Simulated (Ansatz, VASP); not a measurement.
## RuSe: VASP beside Ansatz

```
Ru Se
1.0
     0.00000    2.77024    2.77024
     2.77024    0.00000    2.77024
     2.77024    2.77024    0.00000
Ru Se
1 1
Cartesian
  0.0000 0.0000 0.0000
  1.3851 1.3851 1.3851
```

Alike in both runs: task single point; functional PBE; k mesh 10 × 10 × 10; occupations gaussian, width 0.05 eV; no spin polarisation.

|  | VASP | Ansatz |
| --- | --- | --- |
| version | VASP 6.6.1 | Ansatz 0.2.0 |
| potentials or method | VASP PAW PBE potentials, release 64 (Ru_pv, Se), cutoff 520 eV | scalar-relativistic, plane waves, PAW |
| valence electrons in the cell | 20 | 32 |

Ansatz gave:

| Item | Value |
| --- | --- |
| gap on the k mesh at the Fermi level (eV) | none |
| pressure (GPa) | -2.2 |

Q: Which values does VASP return?

A: gap on the k mesh at the Fermi level (eV): none; pressure (GPa): -2.1.

A gap of «none» marks a metal or a gap that the smearing closes. VASP's potentials hold 20 valence electrons a cell and Ansatz's 32, so a difference there can come from the potentials and not from the codes.
